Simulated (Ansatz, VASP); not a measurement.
**SiGe: VASP beside Ansatz**

```xyz
4
Lattice="3.9005 0.0000 0.0000 -1.9502 3.3779 0.0000 0.0000 0.0000 6.4432" Properties=species:S:1:pos:R:3 pbc="T T T"
Si    1.9502    1.1260    5.6348
Si    0.0000    2.2519    2.4133
Ge    1.9502    1.1260    3.2245
Ge    0.0000    2.2519    0.0029
```

Alike in both runs: task single point; functional PBEsol; k mesh 12 × 12 × 6; occupations gaussian, width 0.03 eV; no spin polarisation.

|  | VASP | Ansatz |
| --- | --- | --- |
| version | VASP 6.6.1 | Ansatz 0.2.0 |
| potentials or method | VASP PAW PBE potentials, release 64 (Si, Ge_d), cutoff 520 eV | scalar-relativistic, plane waves, PAW |
| valence electrons in the cell | 36 | 36 |

Ansatz gave:

| Property | Result |
| --- | --- |
| gap on the k mesh at the Fermi level (eV) | 0.35 |
| least direct gap on the mesh (eV) | 0.40 |
| pressure (GPa) | 0.0 |

Question: Estimate VASP's values.

Answer: gap on the k mesh at the Fermi level (eV): 0.35; least direct gap on the mesh (eV): 0.41; pressure (GPa): 0.0.

VASP's potentials were made for PBE, not for PBEsol, and Ansatz warns of the same on its side.
